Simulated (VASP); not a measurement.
# Al2Cu in VASP: relaxation of the atoms with PBE+D3(BJ)

Aim: the relaxation of the atoms of Al2Cu with PBE+D3(BJ).

Everything below comes from runs of VASP 6.6.1. Logs are shortened: lines on timing, memory, paths and dates and some standing lists are left out, and cuts for length are marked.

### 1 The cell of the first run

The cell holds a slab with vacuum, 12 atoms: a = 4.810 Å, b = 4.855 Å, c = 24.101 Å, α = 90.00°, β = 90.00°, γ = 119.70°.

### 2 Relaxation of the atoms, PBE+D3(BJ)

Contents of INCAR:

```
  PREC = Accurate
  ENCUT = 520
  EDIFF = 1E-7
  ISMEAR = 0
  SIGMA = 0.1
  LREAL = False
  LASPH = True
  NELM = 120
  ALGO = Normal
  ISIF = 2
  LWAVE = False
  LCHARG = False
  LDIPOL = True
  IDIPOL = 3
  DIPOL = 0.5 0.5 0.499
  GGA = PE
  IVDW = 12
  IBRION = 2
  NSW = 90
  EDIFFG = -0.03
  GGA_COMPAT = False
  NELMIN = 4
  NELMDL = -8
  KPAR = 4
```

Contents of KPOINTS:

```
Automatic mesh
0
Gamma
  7 7 1
```

Contents of POSCAR:

```
Al2Cu
1.0
    4.8103827286      0.0000000000      0.0000000000
   -2.4051913643      4.2174816829      0.0000000000
    0.0000000000      0.0000000000     24.1005112911
Al Cu
8 4
Selective dynamics
Direct
    0.4082048453      0.8164096907      0.3526896130  F F F
    0.0917951547      0.1835903093      0.3526896130  F F F
    0.7500000000      0.5000000000      0.4080598937  F F F
    0.2500000000      0.5000000000      0.4723148597  F F F
    0.9082048453      0.8164096907      0.5276851403  T T T
    0.5917951547      0.1835903093      0.5276851403  T T T
    0.2500000000      0.5000000000      0.5830554210  T T T
    0.7500000000      0.5000000000      0.6473103870  T T T
    0.7500000000      0.0000000000      0.4401873767  F F F
    0.2500000000      0.0000000000      0.4401873767  F F F
    0.2500000000      0.0000000000      0.6151829040  T T T
    0.7500000000      0.0000000000      0.6151829040  T T T
```

Potentials or basis: VASP PAW PBE potentials, release 64 (Al, Cu).

Command:

```sh
$ cat potpaw_PBE.64/Al/POTCAR potpaw_PBE.64/Cu/POTCAR > POTCAR
$ mpirun -np 4 vasp_std > vasp.out
```

OUTCAR:

```text
PREC = Accurate
   ENCUT = 520
   EDIFF = 1E-7
   ISMEAR = 0
   LREAL = False
   LASPH = True
   NELM = 120
   ISIF = 2
   GGA = PE
   IVDW = 12
   IBRION = 2
   NSW = 90
   EDIFFG = -0.03
   NELMIN = 4
   NELMDL = -8
 IVDW          = 12

 ion  position               nearest neighbor table
   1  0.408  0.816  0.353-  10 2.55   9 2.55   2 2.67   2 2.86   2 2.86   3 3.06   3 3.06   3 3.18
                             4 3.18
   2  0.092  0.184  0.353-  10 2.55   9 2.55   1 2.67   1 2.86   1 2.86   3 3.06   3 3.06   3 3.18
                             4 3.18
   3  0.750  0.500  0.408-   9 2.55  10 2.55   9 2.55  10 2.55   4 2.86   4 2.86   1 3.06   2 3.06
                             2 3.06   1 3.06   5 3.18   6 3.18   2 3.18   1 3.18
   4  0.250  0.500  0.472-   9 2.55  10 2.55  10 2.55   9 2.55   7 2.67   3 2.86   3 2.86   6 3.06
                             5 3.06   6 3.06   5 3.06   6 3.18   5 3.18   2 3.18   1 3.18
   5  0.908  0.816  0.528-   9 2.55  10 2.55  12 2.55  11 2.55   6 2.67   6 2.86   6 2.86   4 3.06
                             4 3.06   7 3.06   7 3.06   3 3.18   4 3.18   7 3.18   8 3.18
   6  0.592  0.184  0.528-   9 2.55  10 2.55  12 2.55  11 2.55   5 2.67   5 2.86   5 2.86   4 3.06
                             4 3.06   7 3.06   7 3.06   3 3.18   4 3.18   7 3.18   8 3.18
   7  0.250  0.500  0.583-  11 2.55  12 2.55  11 2.55  12 2.55   4 2.67   8 2.86   8 2.86   5 3.06
                             6 3.06   6 3.06   5 3.06   6 3.18   5 3.18
   8  0.750  0.500  0.647-  11 2.55  12 2.55  12 2.55  11 2.55   7 2.86   7 2.86   5 3.18   6 3.18

   9  0.750  0.000  0.440-  10 2.41  10 2.41   5 2.55   6 2.55   4 2.55   4 2.55   3 2.55   3 2.55
                             1 2.55   2 2.55
  10  0.250  0.000  0.440-   9 2.41   9 2.41   5 2.55   6 2.55   4 2.55   4 2.55   3 2.55   3 2.55
                             1 2.55   2 2.55
  11  0.250  0.000  0.615-  12 2.41  12 2.41   8 2.55   8 2.55   7 2.55   7 2.55   5 2.55   6 2.55

  12  0.750  0.000  0.615-  11 2.41  11 2.41   8 2.55   8 2.55   7 2.55   7 2.55   5 2.55   6 2.55

  LATTYP: Found a base centered orthorhombic cell.
 ALAT       =     4.8103827286
 B/A-ratio  =     1.7534911132
 C/A-ratio  =     5.0101026573

  Lattice vectors:

 A1 = (   2.4051913643,  -4.2174816829,   0.0000000000)
 A2 = (   2.4051913643,   4.2174816829,   0.0000000000)
 A3 = (   0.0000000000,   0.0000000000,  24.1005112911)

Analysis of symmetry for initial positions (statically):
=====================================================================
 Subroutine PRICEL returns:
 Original cell was already a primitive cell.

 Routine SETGRP: Setting up the symmetry group for a
 base centered orthorhombic supercell.

 Subroutine GETGRP returns: Found  4 space group operations
 (whereof  2 operations were pure point group operations)
 out of a pool of  8 trial point group operations.

The static configuration has the point symmetry C_1h.
[... 164 lines left out ...]
  Thomas-Fermi vector in A             =   1.963811
   LORBIT       =      0    0 simple, 1 ext, 2 COOP (PROOUT), +10 PAW based schemes
   GGA     = PE    functional components
   LHFCALC =     F    Hartree Fock is set to
   AEXX    =    0.0000 exact exchange contribution
   IVDW    =    12    specifies the selected vdW correction
   LEPSILON=     F    determine dielectric tensor
   LRPA    =     F    only Hartree local field effects (RPA)
 conjugate gradient relaxation of ions
 non-spin polarized calculation
 Gauss-broadening in eV      SIGMA  =   0.10
  energy-cutoff  :      520.00
  volume of cell :      488.94
 maximum number of plane-waves:     13229
   NGX = 17   NGY = 19   NGZ = 89

 dipolmoment           0.000000      0.000000      0.291151 electrons x Angstroem

--------------------------------------- Ionic step        1  -------------------------------------------

 number of electron      68.0000023 magnetization

 Free energy of the ion-electron system (eV)
  ---------------------------------------------------
  ext. energy  EPLUGINS =         0.00000000
  ---------------------------------------------------
  free energy    TOTEN  =       -43.91609966 eV

  energy without entropy =      -43.89027454  energy(sigma->0) =      -43.90318710

------------------------ aborting loop because EDIFF is reached ----------------------------------------

 Edisp (eV)   -3.66081

 E8    (eV) :    -1.6759
[... 135 lines left out ...]
  FREE ENERGIE OF THE ION-ELECTRON SYSTEM (eV)
  ---------------------------------------------------
  free  energy   TOTEN  =       -47.7062380563 eV

  energy  without entropy=      -47.6867940362  energy(sigma->0) =      -47.69651605

 vacuum level on the upper side and lower side of the slab       (xc-potential included)        -0.075        -0.040

[... ionic steps 4 to 8 ...]

--------------------------------------- Ionic step        9  -------------------------------------------

 number of electron      68.0000045 magnetization

------------------------ aborting loop because EDIFF is reached ----------------------------------------
[... 95 lines left out ...]
--------------------------------------- Ionic step       11  -------------------------------------------

 number of electron      68.0000030 magnetization

 dipolmoment           0.000000      0.000000     -0.009239 electrons x Angstroem

 Free energy of the ion-electron system (eV)
  ---------------------------------------------------
  ext. energy  EPLUGINS =         0.00000000
  ---------------------------------------------------
  free energy    TOTEN  =       -44.04650599 eV

  energy without entropy =      -44.02618570  energy(sigma->0) =      -44.03634584

 E-fermi :   0.2272     XC(G=0):  -4.6585

 val. band max:        0.2193270451   @ k =   0.4286  -0.0000   0.0000
 cond. band min:       0.2592003210   @ k =   0.0000   0.4286   0.0000
 fundamental gap:      0.0398732759
 Fermi energy:         0.2271649526

 k-point     1 :       0.0000    0.0000    0.0000
  band No.  band energies     occupation
      1     -10.5076      2.00000
      2      -9.2657      2.00000
      3      -7.2094      2.00000
      4      -5.5232      2.00000
      5      -5.3011      2.00000
      6      -5.1382      2.00000
[... 693 lines left out ...]
     40       2.7955      0.00000
     41       3.7859      0.00000

------------------------ aborting loop because EDIFF is reached ----------------------------------------

 vacuum level on the upper side and lower side of the slab       (xc-potential included)        -0.055         0.022

 Edisp (eV)   -3.67977

 E8    (eV) :    -1.6850

  FORCE on cell =-STRESS in cart. coord.  units (eV):
  Direction    XX          YY          ZZ          XY          YZ          ZX
  --------------------------------------------------------------------------------------
  -------------------------------------------------------------------------------------
  Total       0.02066    -2.11127     0.57244     0.00000     0.00000     0.00000
  in kB       0.06769    -6.91824     1.87579     0.00000     0.00000     0.00000
  external pressure =       -1.66 kB  Pullay stress =        0.00 kB
[... 27 lines left out ...]
  FREE ENERGIE OF THE ION-ELECTRON SYSTEM (eV)
  ---------------------------------------------------
  free  energy   TOTEN  =       -47.7262769639 eV

  energy  without entropy=      -47.7059566717  energy(sigma->0) =      -47.71611682

 reached required accuracy - stopping structural energy minimisation

 vacuum level on the upper side and lower side of the slab         4.468         4.547
```

Wall time 31 min (4 MPI ranks of Intel Xeon Platinum 8259CL at 2.50GHz (Skylake/Cascade Lake), shared host); peak memory 0.75 GiB.

What came out:

```
Free energy                : -47.7263 eV
Energy gained by relaxing  : 12.4 meV/atom
Ionic steps                : 11
Band gap on the k mesh     : zero (bands 34 and 35 overlap by 0.95 eV)
Dispersion energy per atom : -0.307 eV
```

Step by step:
| step | energy change (eV) | largest force on free atoms (eV/Å) | pressure (GPa) |
| --- | --- | --- | --- |
| 1 | 0.0000 | 0.8858 | -0.64 |
| 2 | -0.0492 | 0.7472 | -0.58 |
| 3 | -0.1293 | 0.2645 | -0.37 |
| 4 | -0.1323 | 0.2819 | -0.31 |
| 5 | -0.1440 | 0.1066 | -0.30 |
| 6 | -0.1454 | 0.0754 | -0.30 |
| 7 | -0.1466 | 0.0587 | -0.28 |
| 8 | -0.1480 | 0.0543 | -0.24 |
| 9 | -0.1481 | 0.0724 | -0.22 |
| 10 | -0.1490 | 0.0386 | -0.20 |
| 11 | -0.1494 | 0.0261 | -0.17 |

Final structure:
```cif
data_structure
_symmetry_space_group_name_H-M 'P 1'
_symmetry_Int_Tables_number 1
_cell_length_a 4.8104
_cell_length_b 4.8551
_cell_length_c 24.1005
_cell_angle_alpha 90.000
_cell_angle_beta 90.000
_cell_angle_gamma 119.696
_cell_volume 488.94
loop_
_atom_site_label
_atom_site_type_symbol
_atom_site_fract_x
_atom_site_fract_y
_atom_site_fract_z
_atom_site_occupancy
Al1 Al 0.40820 0.81641 0.35269 1
Al2 Al 0.09180 0.18359 0.35269 1
Al3 Al 0.75000 0.50000 0.40806 1
Al4 Al 0.25000 0.50000 0.47231 1
Al5 Al 0.90943 0.81886 0.52825 1
Al6 Al 0.59057 0.18114 0.52825 1
Al7 Al 0.25000 0.50000 0.58587 1
Al8 Al 0.75000 0.50000 0.63589 1
Cu1 Cu 0.75000 0.00000 0.44019 1
Cu2 Cu 0.25000 0.00000 0.44019 1
Cu3 Cu 0.25000 0.00000 0.61571 1
Cu4 Cu 0.75000 0.00000 0.61571 1
```

Levels at points of the mesh, in eV from the Fermi level:
```tsv
k point	band 31	band 32	band 33	band 34	band 35	band 36	band 37	band 38
(0.00, 0.00, 0.00)	-1.46	-0.89	-0.88	-0.77	-0.67	-0.39	0.72	1.06
```

The gap in the log of VASP goes by the Fermi energy; the results here count the filled bands.